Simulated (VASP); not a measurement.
# ZnS (Pmm2) in VASP: further runs

ZnS is run at these levels: PBE; tasks: single point.

Everything below comes from runs of VASP 6.6.1. Logs are shortened: lines on timing, memory, paths and dates and some standing lists are left out, and cuts for length are marked.

### Step 1. The cell of the first run

Symmetry: Pmm2, No. 25, orthorhombic system. Conventional cell: a = 3.825 Å, b = 3.825 Å, c = 11.569 Å, α = 90.00°, β = 90.00°, γ = 90.00°. Zn (site symmetry mm2) has 4 S at 2.34 to 2.84 Å within 3.1 Å. Within 3.1 Å of Zn (site symmetry mm2) lie 4 S at 2.34 Å. Within 3.1 Å of Zn (site symmetry mm2) lie 4 S at 2.34 Å. Zn (site symmetry mm2) has 4 S at 2.34 Å within 3.1 Å. Within 3.1 Å of S (site symmetry mm2) lie 4 Zn at 2.34 Å. S (site symmetry mm2) has 4 Zn at 2.34 Å within 3.1 Å. Within 3.1 Å of S (site symmetry mm2) lie 4 Zn at 2.34 Å. Within 3.1 Å of S (site symmetry mm2) lie 4 Zn at 2.34 to 2.84 Å.

### Step 2. Single point, PBE (the distance across one plane changed)

INCAR reads:

```
  PREC = Accurate
  ENCUT = 520
  EDIFF = 1E-6
  ISMEAR = 0
  SIGMA = 0.05
  LREAL = False
  LASPH = True
  NELM = 100
  ALGO = Normal
  ISIF = 2
  LWAVE = False
  LCHARG = True
  GGA = PE
  LELF = True
  LVHAR = True
  NBANDS = 46
```

KPOINTS reads:

```
regular mesh
0
Gamma
  7 7 3
```

POSCAR reads:

```
ZnS
1.0
   -2.7046500000     -2.7046500000      0.0000000000
    2.7046500000     -2.7046500000      0.0000000000
    0.0000000000      0.0000000000     11.5686000000
Zn S
4 4
Direct
    0.0000000000      0.0000000000      0.8767212541
    0.5000000000      0.5000000000      0.1753442508
    0.0000000000      0.0000000000      0.4091365852
    0.5000000000      0.5000000000      0.6429289197
    0.5000000000      0.0000000000      0.2922404180
    0.0000000000      0.5000000000      0.5260327525
    0.5000000000      0.0000000000      0.7598250869
    0.0000000000      0.5000000000      0.0584480836
```

Potentials or basis: VASP PAW PBE potentials, release 64 (Zn, S).

Command:

```
$ cat potpaw_PBE.64/Zn/POTCAR potpaw_PBE.64/S/POTCAR > POTCAR
$ mpirun -np 1 vasp_std > vasp.out
```

OUTCAR:

```text
PREC = Accurate
   ENCUT = 520
   EDIFF = 1E-6
   ISMEAR = 0
   LREAL = False
   LASPH = True
   NELM = 100
   ISIF = 2
   GGA = PE

 ion  position               nearest neighbor table
   1  0.000  0.000  0.877-   7 2.34   7 2.34   8 2.84   8 2.84
   2  0.500  0.500  0.175-   5 2.34   5 2.34   8 2.34   8 2.34
   3  0.000  0.000  0.409-   5 2.34   5 2.34   6 2.34   6 2.34
   4  0.500  0.500  0.643-   6 2.34   6 2.34   7 2.34   7 2.34
   5  0.500  0.000  0.292-   2 2.34   2 2.34   3 2.34   3 2.34
   6  0.000  0.500  0.526-   4 2.34   4 2.34   3 2.34   3 2.34
   7  0.500  0.000  0.760-   1 2.34   1 2.34   4 2.34   4 2.34
   8  0.000  0.500  0.058-   2 2.34   2 2.34   1 2.84   1 2.84

  LATTYP: Found a simple tetragonal cell.
 ALAT       =     3.8249527115
 C/A-ratio  =     3.0245079803

  Lattice vectors:

 A1 = (  -2.7046500000,  -2.7046500000,   0.0000000000)
 A2 = (   2.7046500000,  -2.7046500000,   0.0000000000)
 A3 = (   0.0000000000,   0.0000000000,  11.5686000000)

Analysis of symmetry for initial positions (statically):
=====================================================================
 Subroutine PRICEL returns:
 Original cell was already a primitive cell.

 Routine SETGRP: Setting up the symmetry group for a
 simple tetragonal supercell.

 Subroutine GETGRP returns: Found  4 space group operations
 (whereof  4 operations were pure point group operations)
 out of a pool of 16 trial point group operations.

The static configuration has the point symmetry C_2v.

Analysis of symmetry for dynamics (positions and initial velocities):
=====================================================================
 Subroutine PRICEL returns:
 Original cell was already a primitive cell.

 Routine SETGRP: Setting up the symmetry group for a
 simple tetragonal supercell.

 Subroutine GETGRP returns: Found  4 space group operations
 (whereof  4 operations were pure point group operations)
 out of a pool of 16 trial point group operations.

The dynamic configuration has the point symmetry C_2v.

 Subroutine INISYM returns: Found  4 space group operations
 (whereof  4 operations are pure point group operations),
 and found     1 'primitive' translations

----------------------------------------------------------------------------------------

                                     Primitive cell

  volume of cell :     169.2517

  direct lattice vectors                    reciprocal lattice vectors
    -2.704650000 -2.704650000  0.000000000    -0.184866803 -0.184866803  0.000000000
     2.704650000 -2.704650000  0.000000000     0.184866803 -0.184866803  0.000000000
     0.000000000  0.000000000 11.568600000     0.000000000  0.000000000  0.086440883

  length of vectors
     3.824952711  3.824952711 11.568600000     0.261441141  0.261441141  0.086440883

  position of ions in fractional coordinates (direct lattice)
     0.000000000  0.000000000  0.876721254
     0.500000000  0.500000000  0.175344251
     0.000000000  0.000000000  0.409136585
     0.500000000  0.500000000  0.642928920
     0.500000000  0.000000000  0.292240418
     0.000000000  0.500000000  0.526032753
     0.500000000  0.000000000  0.759825087
     0.000000000  0.500000000  0.058448084

  ion indices of the primitive-cell ions
   primitive index   ion index
                 1           1
                 2           2
                 3           3
                 4           4
                 5           5
                 6           6
                 7           7
                 8           8

----------------------------------------------------------------------------------------

 KPOINTS: regular mesh

Automatic generation of k-mesh.
 Grid dimensions read from file:
 generate k-points for:    7    7    3

 Generating k-lattice:

  Cartesian coordinates                     Fractional coordinates (reciprocal lattice)
    -0.026409543 -0.026409543  0.000000000     0.142857143  0.000000000  0.000000000
     0.026409543 -0.026409543  0.000000000     0.000000000  0.142857143  0.000000000
     0.000000000  0.000000000  0.028813628     0.000000000  0.000000000  0.333333333

  Length of vectors
     0.037348734  0.037348734  0.028813628

  Shift w.r.t. Gamma in fractional coordinates (k-lattice)
     0.000000000  0.000000000  0.000000000

 Subroutine IBZKPT returns following result:
 ===========================================

 Found     32 irreducible k-points:

 Following reciprocal coordinates:
            Coordinates               Weight
  0.000000  0.000000  0.000000      1.000000
  0.142857  0.000000  0.000000      2.000000
  0.000000  0.142857  0.000000      2.000000
  0.285714  0.000000  0.000000      2.000000
  0.000000  0.285714  0.000000      2.000000
  0.428571  0.000000  0.000000      2.000000
[... 16 lines left out ...]
  0.000000  0.428571  0.333333      4.000000
  0.142857  0.142857  0.333333      8.000000
 [... further k-points ...]
   k-points           NKPTS =     32   k-points in BZ     NKDIM =     32   number of bands    NBANDS=     46
   number of dos      NEDOS =    301   number of ions     NIONS =      8
   total plane-waves  NPLWV =  70560
   dimension x,y,z NGX =    28 NGY =   28 NGZ =   90
   dimension x,y,z NGXF=    56 NGYF=   56 NGZF=  180
   ions per type =               4   4
   NGX,Y,Z   is equivalent  to a cutoff of  12.17, 12.17, 12.93 a.u.
   NGXF,Y,Z  is equivalent  to a cutoff of  24.34, 24.34, 25.87 a.u.
 SYSTEM =  unknown system
   PREC   = accura    normal or accurate (medium, high low for compatibility)
   ISTART =      0    job   : 0-new  1-cont  2-samecut
   ICHARG =      2    charge: 1-file 2-atom 10-const
   ISPIN  =      1    spin polarized calculation?
   LNONCOLLINEAR =      F non collinear calculations
   LSORBIT =      F    spin-orbit coupling
   LASPH  =      T    aspherical Exc in radial PAW
   ENCUT  =  520.0 eV  38.22 Ry    6.18 a.u.   7.11  7.11 21.51*2*pi/ulx,y,z
   NELM   =    100;   NELMIN=  2; NELMDL= -5     # of ELM steps
   EDIFF  = 0.1E-05   stopping-criterion for ELM
   LREAL  =      F    real-space projection
[... 7 lines left out ...]
   TEBEG  =    0.0;   TEEND  =   0.0 temperature during run
   PSTRESS=    0.0 pullay stress
   NELECT =      72.0000    total number of electrons
   NUPDOWN=      -1.0000    fix difference up-down
   EMIN   =  10.00;   EMAX   =-10.00  energy-range for DOS
   EFERMI =   0.00;   METHOD = LEGACY
   ISMEAR =     0;   SIGMA  =   0.05  broadening in eV -4-tet -1-fermi 0-gaus
   EFERMI_NEDOS =   21; number of points for ismear=-14 and -15
   IALGO  =     38    algorithm
   IMIX   =      4    mixing-type and parameters
     AMIX     =   0.40;   BMIX     =  1.00
     AMIX_MAG =   1.60;   BMIX_MAG =  1.00
  volume/ion in A,a.u.               =      21.16       142.77
  Fermi-wavevector in a.u.,A,eV,Ry     =   1.231236  2.326699 20.625648  1.515942
  Thomas-Fermi vector in A             =   2.366054
   LORBIT       =      0    0 simple, 1 ext, 2 COOP (PROOUT), +10 PAW based schemes
   GGA     = PE    functional components
   LHFCALC =     F    Hartree Fock is set to
   AEXX    =    0.0000 exact exchange contribution
   IVDW    =     0    specifies the selected vdW correction
   LEPSILON=     F    determine dielectric tensor
   LRPA    =     F    only Hartree local field effects (RPA)
 non-spin polarized calculation
 Gauss-broadening in eV      SIGMA  =   0.05
  energy-cutoff  :      520.00
  volume of cell :      169.25
 maximum number of plane-waves:      4581
   NGX = 15   NGY = 15   NGZ = 43

 number of electron      71.9999948 magnetization

 Free energy of the ion-electron system (eV)
  ---------------------------------------------------
  ext. energy  EPLUGINS =         0.00000000
  ---------------------------------------------------
  free energy    TOTEN  =       -26.43656095 eV

  energy without entropy =      -26.43656095  energy(sigma->0) =      -26.43656095

 E-fermi :   2.4792     XC(G=0):  -9.3004

 val. band max:        2.2070320438   @ k =   0.4286   0.0000   0.3333
 cond. band min:       3.0418765868   @ k =   0.0000   0.0000   0.0000
 fundamental gap:      0.8348445430
 Fermi energy:         2.4792462669

 k-point     1 :       0.0000    0.0000    0.0000
  band No.  band energies     occupation
      1     -11.7831      2.00000
      2     -11.1784      2.00000
      3     -10.6215      2.00000
      4      -9.5165      2.00000
      5      -5.2109      2.00000
      6      -5.1018      2.00000
[... 38 lines left out ...]
     45       7.8461      0.00000
     46       7.9258      0.00000

 k-point     2 :       0.1429    0.0000    0.0000
  band No.  band energies     occupation
      1     -11.7003      2.00000
      2     -11.1182      2.00000
      3     -10.5751      2.00000
      4      -9.4705      2.00000
      5      -5.1747      2.00000
      6      -5.0971      2.00000
[... 38 lines left out ...]
     45       7.9166      0.00000
     46       8.2966      0.00000

 k-point     3 :       0.0000    0.1429    0.0000
  band No.  band energies     occupation
      1     -11.7003      2.00000
      2     -11.1189      2.00000
      3     -10.5772      2.00000
      4      -9.4876      2.00000
      5      -5.1658      2.00000
      6      -5.1049      2.00000
[... 38 lines left out ...]
     45       8.0785      0.00000
     46       8.0789      0.00000

 k-point     4 :       0.2857    0.0000    0.0000
  band No.  band energies     occupation
      1     -11.4942      2.00000
      2     -10.9796      2.00000
      3     -10.4728      2.00000
      4      -9.3633      2.00000
      5      -5.1105      2.00000
      6      -5.0870      2.00000
[... 920 lines left out ...]
     45       8.5525      0.00000
     46       8.8589      0.00000

 k-point    23 :       0.0000    0.4286    0.3333
  band No.  band energies     occupation
      1     -11.2963      2.00000
      2     -10.8760      2.00000
      3     -10.4030      2.00000
      4      -9.3749      2.00000
      5      -5.0450      2.00000
      6      -5.0217      2.00000
[... 38 lines left out ...]
     45       8.4638      0.00000
     46       8.8124      0.00000

 k-point    24 :       0.1429    0.1429    0.3333
  band No.  band energies     occupation
      1     -11.6185      2.00000
      2     -11.0680      2.00000
      3     -10.5212      2.00000
      4      -9.4416      2.00000
      5      -5.1303      2.00000
      6      -5.1038      2.00000
[... 38 lines left out ...]
     45       8.0966      0.00000
     46       8.3726      0.00000

 [... further k-points ...]

------------------------ aborting loop because EDIFF is reached ----------------------------------------

  FORCE on cell =-STRESS in cart. coord.  units (eV):
  Direction    XX          YY          ZZ          XY          YZ          ZX
  --------------------------------------------------------------------------------------
  -------------------------------------------------------------------------------------
  Total        0.2593780      0.2593780     -4.0683414     -0.1658878      0.0000000      0.0000000
  in kB        2.4553354      2.4553354    -38.5119073     -1.5703343      0.0000000      0.0000000
  external PRESSURE =     -11.2004122 kB  Pullay stress =       0.0000000 kB

 VOLUME and BASIS-vectors are now :
 -----------------------------------------------------------------------------
  energy-cutoff  :      520.00
  volume of cell :      169.25
      direct lattice vectors                 reciprocal lattice vectors
    -2.704650000 -2.704650000  0.000000000    -0.184866803 -0.184866803  0.000000000
     2.704650000 -2.704650000  0.000000000     0.184866803 -0.184866803  0.000000000
     0.000000000  0.000000000 11.568600000     0.000000000  0.000000000  0.086440883

 POSITION                                       TOTAL-FORCE (eV/Angst)
 -----------------------------------------------------------------------------------
      0.00000      0.00000     10.14244        -0.000000     -0.000000      1.781278
      0.00000     -2.70465      2.02849        -0.000000     -0.000000     -0.603075
      0.00000      0.00000      4.73314        -0.000000     -0.000000     -0.338099
      0.00000     -2.70465      7.43779        -0.000000     -0.000000     -0.341551
     -1.35232     -1.35232      3.38081        -0.000000     -0.000000      0.334511
      1.35232     -1.35232      6.08546        -0.000000     -0.000000      0.345012
     -1.35232     -1.35232      8.79011        -0.000000     -0.000000      0.608481
      1.35232     -1.35232      0.67616         0.000000      0.000000     -1.786556
 -----------------------------------------------------------------------------------
    total drift:                                0.000000     -0.000000     -0.000740

  FREE ENERGIE OF THE ION-ELECTRON SYSTEM (eV)
  ---------------------------------------------------
  free  energy   TOTEN  =       -26.4365609479 eV

  energy  without entropy=      -26.4365609479  energy(sigma->0) =      -26.43656095
```

It took 4.8 min on 1 thread of Intel Xeon 8259CL, shared host; peak memory 0.37 GiB.

What came out:

```
Free energy            : -26.4366 eV
Pressure               : -1.1 GPa
Largest force          : 1.787 eV/Å
Band gap on the k mesh : 0.83 eV (least direct gap 0.88 eV)
```

Forces in eV/Å, atoms in the order of the input:
```
Zn   0.000  0.000  1.781
Zn   0.000  0.000 -0.603
Zn   0.000  0.000 -0.338
Zn   0.000  0.000 -0.342
S    0.000  0.000  0.335
S    0.000  0.000  0.345
S    0.000  0.000  0.608
S    0.000  0.000 -1.787
```

Levels at points of the mesh, in eV from the valence-band top:
| k point | band 32 | band 33 | band 34 | band 35 | band 36 | band 37 | band 38 | band 39 | band 40 | band 41 |
| --- | --- | --- | --- | --- | --- | --- | --- | --- | --- | --- |
| (0.00, 0.00, 0.00) | -1.45 | -1.32 | -0.76 | -0.39 | -0.04 | 0.83 | 2.74 | 3.17 | 3.54 | 3.66 |

Caveat: the cell differs from its parent crystal (the distance across one plane changed); forces of over 1 eV/Å act on the atoms, so gaps and moduli don't describe the material at rest. A k mesh can miss the band edges.

### Step 3. Single point, PBE (the distance across one plane changed)

INCAR reads:

```
SYSTEM = ZnS
ALGO     = Normal         ! electronic algorithm
EDIFF    = 1E-6           ! SCF threshold, eV
ENCUT    = 520            ! plane-wave cutoff, eV
GGA      = PE             ! functional
ISIF     = 2              ! what is computed and relaxed
ISMEAR   = 0              ! smearing method
LASPH    = .True.         ! aspherical terms in the spheres
LCHARG   = .True.         ! write CHGCAR
LELF     = .True.         ! ELF
LREAL    = .False.        ! projectors in reciprocal space
LVHAR    = .True.       
LWAVE    = .False.        ! write WAVECAR
NBANDS   = 46             ! bands
NELM     = 100            ! most SCF steps
PREC     = Accurate       ! precision mode
SIGMA    = 0.05           ! smearing width, eV
```

KPOINTS reads:

```
k-points
0
Gamma
  7 7 3
  0 0 0
```

POSCAR reads:

```
ZnS
1.0
   -2.7046500000     -2.7046500000      0.0000000000
    2.7046500000     -2.7046500000      0.0000000000
    0.0000000000      0.0000000000     11.8186000000
Zn S
4 4
Direct
    0.0000000000      0.0000000000      0.8581758838
    0.5000000000      0.5000000000      0.1716351768
    0.0000000000      0.0000000000      0.4004820791
    0.5000000000      0.5000000000      0.6293289814
    0.5000000000      0.0000000000      0.2860586279
    0.0000000000      0.5000000000      0.5149055303
    0.5000000000      0.0000000000      0.7437524326
    0.0000000000      0.5000000000      0.0572117256
```

Potentials or basis: VASP PAW PBE potentials, release 64 (Zn, S).

Command:

```
$ cat potpaw_PBE.64/Zn/POTCAR potpaw_PBE.64/S/POTCAR > POTCAR
$ mpirun -np 1 vasp_std > vasp.out
```

It took 4.8 min on 1 thread of Intel Xeon 8259CL, shared host; peak memory 0.37 GiB.

It converged, with:

| Quantity | Value |
| --- | --- |
| Free energy | -25.9039 eV |
| Pressure | -1.2 GPa |
| Largest force | 1.786 eV/Å |
| Band gap on the k mesh | 0.17 eV (least direct gap 0.29 eV) |

Forces in eV/Å, atoms in the order of the input:
```
Zn   0.000  0.000  1.786
Zn   0.000  0.000 -0.771
Zn   0.000  0.000 -0.444
Zn   0.000  0.000 -0.451
S    0.000  0.000  0.441
S    0.000  0.000  0.450
S    0.000  0.000  0.711
S    0.000  0.000 -1.723
```

Stress tensor (GPa, compression positive):
```
 0.46 -0.58  0.00
-0.58  0.46  0.00
 0.00  0.00 -4.50
```

Levels at points of the mesh, in eV from the valence-band top:
| k point | band 32 | band 33 | band 34 | band 35 | band 36 | band 37 | band 38 | band 39 | band 40 | band 41 |
| --- | --- | --- | --- | --- | --- | --- | --- | --- | --- | --- |
| (0.00, 0.00, 0.00) | -1.79 | -1.64 | -1.14 | -0.60 | -0.12 | 0.17 | 2.25 | 2.60 | 3.11 | 3.15 |

Caveat: the cell differs from its parent crystal (the distance across one plane changed); semilocal functionals underestimate gaps, and a narrow one can read as zero; forces of over 1 eV/Å act on the atoms, so gaps and moduli don't describe the material at rest. A k mesh can miss the band edges.

### Step 4. Single point, PBE (the distance across one plane changed)

INCAR reads:

```
SYSTEM = ZnS
  PREC = Accurate
  ENCUT = 520
  EDIFF = 1E-7
  ISMEAR = 0
  SIGMA = 0.05
  LREAL = .False.
  LASPH = .True.
  NELM = 60
  ALGO = Normal
  ISIF = 2
  LWAVE = .False.
  LCHARG = .False.
  GGA = PE
  NBANDS = 46
```

KPOINTS reads:

```
Automatic mesh
0
Gamma
  7 7 3
  0 0 0
```

POSCAR reads:

```
ZnS
1.0
   -2.7046500000     -2.7046500000      0.0000000000
    2.7046500000     -2.7046500000      0.0000000000
    0.0000000000      0.0000000000     15.3186000000
Zn S
4 4
Direct
    0.0000000000      0.0000000000      0.6620995065
    0.5000000000      0.5000000000      0.1324199013
    0.0000000000      0.0000000000      0.3089797697
    0.5000000000      0.5000000000      0.4855396381
    0.5000000000      0.0000000000      0.2206998355
    0.0000000000      0.5000000000      0.3972597039
    0.5000000000      0.0000000000      0.5738195723
    0.0000000000      0.5000000000      0.0441399671
```

Command:

```
$ cat potpaw_PBE.64/Zn/POTCAR potpaw_PBE.64/S/POTCAR > POTCAR
$ mpirun -np 1 vasp_std > vasp.out
```

Wall time 9.5 min (1 thread of Intel Xeon 8259CL, shared host); peak memory 0.44 GiB.

It converged, with:

| Property | Result |
| --- | --- |
| Free energy | -23.8026 eV |
| Pressure | 0.3 GPa |
| Largest force | 0.742 eV/Å |
| Band gap on the k mesh | 0.05 eV (least direct gap 0.11 eV) |

Forces on the atoms (eV/Å):
```
Zn   0.000  0.000  0.061
Zn   0.000  0.000 -0.742
Zn   0.000  0.000 -0.549
Zn   0.000  0.000 -0.567
S    0.000  0.000  0.607
S    0.000  0.000  0.480
S    0.000  0.000  0.460
S    0.000  0.000  0.250
```

Stress tensor (GPa, compression positive):
```
0.12 0.01 0.00
0.01 0.12 0.00
0.00 0.00 0.67
```

Levels at points of the mesh, in eV from the valence-band top:
| k point | band 32 | band 33 | band 34 | band 35 | band 36 | band 37 | band 38 | band 39 | band 40 | band 41 |
| --- | --- | --- | --- | --- | --- | --- | --- | --- | --- | --- |
| (0.00, 0.00, 0.00) | -1.23 | -1.11 | -0.74 | -0.10 | -0.01 | 0.37 | 2.30 | 2.70 | 3.08 | 3.54 |

Caveat: the cell differs from its parent crystal (the distance across one plane changed); semilocal functionals underestimate gaps, and a narrow one can read as zero. A k mesh can miss the band edges.

### Step 5. Overview

```tsv
cell	gap on the mesh (eV)	pressure (GPa)	largest force (eV/Å)
a = 3.825, b = 3.825, c = 11.569 Å, 8 atoms	0.83	-1.1	1.79
a = 3.825, b = 3.825, c = 11.819 Å, 8 atoms	0.17	-1.2	1.79
a = 3.825, b = 3.825, c = 15.319 Å, 8 atoms	0.05	0.3	0.74
```

Alike in all rows: task single point; level PBE; potentials or basis VASP PAW PBE potentials, release 64 (Zn, S); no spin polarisation; k mesh 7 × 7 × 3; cutoff (eV) 520; smearing gaussian 0.05 eV.

Caveats: forces of over 1 eV/Å act on the atoms, so gaps and moduli don't describe the material at rest (at least some runs); semilocal functionals underestimate gaps, and a narrow one can read as zero (at least some runs).

Total energies depend on the potentials used, so only differences within one code and one set of settings carry meaning.
